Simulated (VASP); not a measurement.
Input of a VASP 6.6.1 run:

The input INCAR:

```
SYSTEM = Co
  ALGO = Normal
  EDIFF = 1E-6
  ENCUT = 520
  GGA = PE
  ISIF = 2
  ISMEAR = -1
  ISPIN = 2
  ISYM = 0
  LASPH = .TRUE.
  LCHARG = .FALSE.
  LMAXMIX = 4
  LORBIT = 11
  LREAL = .FALSE.
  LWAVE = .FALSE.
  MAGMOM = 3 -3
  NBANDS = 20
  NELM = 150
  PREC = Accurate
  SIGMA = 0.05
```

KPOINTS

```
k-points
0
G
  7 13 13
  0 0 0
```

POSCAR

```
Co
1.0
    0.0000000000      3.5730000000      3.5730000000
    1.7865000000      0.0000000000      1.7865000000
    1.7865000000      1.7865000000      0.0000000000
Co
2
Direct
    0.0000000000      0.0000000000      0.0000000000
    0.5000000000      0.0000000000      0.0000000000
```

Potentials or basis: VASP PAW PBE potentials, release 64 (Co).

Command:

```bash
$ cat potpaw_PBE.64/Co/POTCAR > POTCAR
$ mpirun -np 1 vasp_std > vasp.out
```

Task: What does it give for the site moments?

Result: Co +1.21, -1.20 μB.

Task: Estimate the net moment.

Result: 0.00 μB per cell.

Task: Estimate the band gap on the k mesh.

Result: Zero (filled and empty bands overlap).

Stress tensor (GPa, compression positive):
```
-13.46  -1.76  -1.76
 -1.76 -13.28   1.70
 -1.76   1.70 -13.28
```
